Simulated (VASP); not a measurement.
Wanted: the native input for a VASP 6.6.1 run.

| Property | Result |
| --- | --- |
| Task | single point |
| Functional | RPBE |
| Potentials or basis | VASP PAW PBE potentials, release 64 (Ti_sv) |
| Cutoff | 520 eV |
| k mesh | 11 × 11 × 11 |
| Occupations | fermi-dirac, width 0.05 eV |
| Spin | no spin polarisation |
| Dipole correction | no |
| Further INCAR settings | ALGO = Normal; EDIFF = 1e-06; NBANDS = 12 |

The structure of Ti lies in POSCAR:

```
Ti
1.0
   -1.6445980434      1.6445980434      1.6445980434
    1.6445980434     -1.6445980434      1.6445980434
    1.6445980434      1.6445980434     -1.6445980434
Ti
1
Direct
    0.0000000000      0.0000000000      0.0000000000
```

These files were run (other wordings do the same):

INCAR

```
SYSTEM = Ti
PREC = Accurate
ENCUT = 520
EDIFF = 1E-6
ISMEAR = -1
SIGMA = 0.05
LREAL = .False.
LASPH = .True.
NELM = 80
ALGO = Normal
ISIF = 2
LWAVE = .False.
LCHARG = .False.
GGA = RP
NBANDS = 12
```

KPOINTS

```
regular mesh
0
Gamma
  11 11 11
  0 0 0
```

Potentials or basis: VASP PAW PBE potentials, release 64 (Ti_sv).

Launch:

```console
$ cat potpaw_PBE.64/Ti_sv/POTCAR > POTCAR
$ mpirun -np 1 vasp_std > vasp.out
```

Results of the run:

The pressure is -0.2 GPa and the band gap on the k mesh is zero (band 6 reaches 8.94 eV, above the bottom of band 7 at 7.38 eV).

Caveat: the PAW data sets were made with another functional, which shifts forces and pressure a little.

It took 4.3 s on 1 thread of Intel(R) Xeon(R) 6975P-C (Granite Rapids) (shared host), peak memory 0.14 GiB.
